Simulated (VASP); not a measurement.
# Sr: single point with PBEsol

Crystal: Sr.

```
CELL_PARAMETERS angstrom
4.65666 0.00000 0.00000
0.00000 4.65666 0.00000
0.00000 0.00000 4.65666
ATOMIC_POSITIONS crystal
Sr 0.00000 0.00000 0.00000
Sr 0.50000 0.50000 0.50000
```

This isn't the form of Sr at room conditions, which is fcc.

```
Program                : VASP 6.6.1
Task                   : single point
Functional             : PBEsol
Potentials or basis    : VASP PAW PBE potentials, release 64 (Sr_sv)
Cutoff                 : 520 eV
k mesh                 : 5 × 5 × 5
Occupations            : gaussian, width 0.05 eV
Spin                   : no spin polarisation
Dipole correction      : no
Further INCAR settings : ALGO = Normal; EDIFF = 1e-06; NBANDS = 17
```

```json
{
  "Pressure": "0.0 GPa",
  "Band gap on the k mesh": "zero (bands 10 and 11 overlap by 0.48 eV)"
}
```

Levels at points of the mesh, in eV from the Fermi level:
```tsv
k point	band 8	band 9	band 10	band 11	band 12	band 13
(0.00, 0.00, 0.00)	-18.24	-3.78	-0.25	-0.25	2.47	2.47
```

It took 24 s on 1 thread of AMD EPYC 7R13, on a shared host, peak memory 0.17 GiB.

Caveat: the PAW data sets were made with another functional, which shifts forces and pressure a little.
